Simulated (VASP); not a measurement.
A run of VASP 6.6.1:

Contents of POSCAR:

```
LiH
1.0
    0.0000000000      1.9984726919      1.9984726919
    1.9984726919      0.0000000000      1.9984726919
    1.9984726919      1.9984726919      0.0000000000
Li H
1 1
Direct
    0.0000000000      0.0000000000      0.0000000000
    0.5000000000      0.5000000000      0.5000000000
```

The input INCAR.step1:

```
PREC = Accurate
ENCUT = 520
ISMEAR = 0
SIGMA = 0.01
LREAL = False
LASPH = True
NELM = 80
NBANDS = 9
GGA = PE
ALGO = Normal
EDIFF = 1E-4
LWAVE = True
LCHARG = False
```

Contents of INCAR.step2:

```
PREC = Accurate
ENCUT = 520
EDIFF = 1E-7
ISMEAR = 0
SIGMA = 0.01
LREAL = False
LASPH = True
NELM = 80
ALGO = Normal
ISIF = 2
LWAVE = False
LCHARG = False
METAGGA = R2SCAN
LMIXTAU = True
NBANDS = 9
ISTART = 1
```

KPOINTS

```
regular mesh
0
Gamma
  10 10 10
```

Potentials or basis: VASP PAW PBE potentials, release 64 (Li_sv, H).

The run is started by

```console
$ cat potpaw_PBE.64/Li_sv/POTCAR potpaw_PBE.64/H/POTCAR > POTCAR
$ cp INCAR.step1 INCAR
$ mpirun -np 1 vasp_std > vasp.out
$ cp INCAR.step2 INCAR
$ mpirun -np 1 vasp_std > vasp.out
```

Hardware: 1 thread of AMD EPYC 7R43 64-Core Processor (Zen 3), with other jobs on the host.

**Question.** Estimate the wall time of this run.

**Answer.** Run time: 61 s on 1 thread of AMD EPYC 7R43 64-Core Processor (Zen 3) (shared host), peak memory 0.1 GiB. Counts: k points 47.
